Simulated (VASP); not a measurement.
Write the native input for VASP 6.6.1 that does the following.

* Task: relaxation of cell and atoms
* Functional: PBEsol
* Potentials or basis: VASP PAW PBE potentials, release 64 (Mo_sv)
* Cutoff: 600 eV
* k mesh: 20 × 20 × 20
* Occupations: fermi-dirac, width 0.1 eV
* Spin: no spin polarisation
* Dipole correction: no
* Further INCAR settings: ALGO = Normal; EDIFF = 1e-06; IBRION = 2; EDIFFG = -0.002; NSW = 100; ISIF = 3

The structure of Mo lies in POSCAR:

```
Mo
1.0
   -1.5734150000      1.5734150000      1.5734150000
    1.5734150000     -1.5734150000      1.5734150000
    1.5734150000      1.5734150000     -1.5734150000
Mo
1
Direct
    0.0000000000      0.0000000000      0.0000000000
```

These files were run (other wordings do the same):

INCAR

```
SYSTEM = Mo
PREC     = Accurate       ! precision mode
ENCUT    = 600            ! plane-wave cutoff, eV
EDIFF    = 1E-6           ! SCF threshold, eV
ISMEAR   = -1             ! smearing method
SIGMA    = 0.1            ! smearing width, eV
LREAL    = .FALSE.        ! projectors in reciprocal space
LASPH    = .TRUE.         ! aspherical terms in the spheres
NELM     = 100            ! most SCF steps
ALGO     = Normal         ! electronic algorithm
ISIF     = 3              ! what is computed and relaxed
LWAVE    = .FALSE.        ! write WAVECAR
LCHARG   = .FALSE.        ! write CHGCAR
GGA      = PS             ! functional
IBRION   = 2              ! ionic algorithm
NSW      = 100            ! ionic steps
EDIFFG   = -0.002         ! ionic threshold
```

KPOINTS

```
Automatic mesh
0
G
  20 20 20
  0 0 0
```

Potentials or basis: VASP PAW PBE potentials, release 64 (Mo_sv).

Command:

```sh
$ cat potpaw_PBE.64/Mo_sv/POTCAR > POTCAR
$ mpirun -np 1 vasp_std > vasp.out
```

It gave:

| Property | Result |
| --- | --- |
| Relaxed volume | 15.36 Å³/atom |
| Relaxed cell | a = 2.712 Å, b = 2.712 Å, c = 2.712 Å, α = 109.47°, β = 109.47°, γ = 109.47° |
| Space group after relaxing (to 0.1 Å) | Im-3m (No. 229) |
| Energy gained by relaxing | 2.8 meV/atom |
| Ionic steps | 7 |
| Pressure after relaxing | 0.0 GPa |
| Band gap on the k mesh | zero (bands 7 and 8 overlap by 5.51 eV) |

Caveat: the PAW data sets were made with another functional, which shifts forces and pressure a little.

Wall time 2.9 min on 1 thread of Intel Xeon 8259CL (shared host), peak memory 0.2 GiB.
